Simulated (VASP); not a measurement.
Input of a VASP 6.6.1 run:

Contents of INCAR:

```
PREC = Accurate
ENCUT = 520
EDIFF = 1E-6
ISMEAR = -1
SIGMA = 0.05
LREAL = F
LASPH = T
NELM = 60
ALGO = Normal
ISIF = 2
LWAVE = F
LCHARG = F
GGA = PS
NBANDS = 8
```

The input KPOINTS:

```
regular mesh
0
Gamma
  12 12 12
```

POSCAR

```
Sb
1.0
    0.0000000000      2.3741500000      2.3050000000
    2.3741500000      0.0000000000      2.3050000000
    2.3741500000      2.3741500000      0.0000000000
Sb
1
Direct
    0.0000000000      0.0000000000      0.0000000000
```

Potentials or basis: VASP PAW PBE potentials, release 64 (Sb).

The run is started by

```console
$ cat potpaw_PBE.64/Sb/POTCAR > POTCAR
$ mpirun -np 1 vasp_std > vasp.out
```

Predict the pressure.

0.7 GPa.

Stress tensor (GPa, compression positive):
```
0.85 0.00 0.00
0.00 0.85 0.00
0.00 0.00 0.38
```

Caveat: the cell differs from its parent crystal (equal xx and yy strain of +3 %); the PAW data sets were made with another functional, which shifts forces and pressure a little.
